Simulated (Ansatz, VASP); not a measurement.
One calculation of C, two programs

```
C
1.0
     2.45591    0.00000    0.00000
    -1.22796    2.12688    0.00000
     0.00000    0.00000    7.01063
C
4
Cartesian
  1.2280 2.1269 1.7527
  0.0000 0.0000 5.2580
  0.0000 1.4179 1.7527
  1.2280 0.7090 5.2580
```

Alike in both runs: task single point; functional r2SCAN; k mesh 15 × 15 × 5; occupations gaussian, width 0.03 eV; no spin polarisation.

|  | VASP | Ansatz |
| --- | --- | --- |
| version | VASP 6.6.1 | Ansatz 0.2.0 |
| potentials or method | VASP PAW PBE potentials, release 64 (C), cutoff 520 eV | plane waves (500 eV) with PAW, scalar-relativistic |
| valence electrons in the cell | 16 | 16 |

|  | VASP | Ansatz | Ansatz less VASP |
| --- | --- | --- | --- |
| pressure (GPa) | 0.7 | 0.0 | -0.64 |
| traceless stress, the component that is largest in VASP (GPa) | -0.69 | 0.07 | +0.755 |

VASP's potentials were made for PBE, not for r2SCAN.
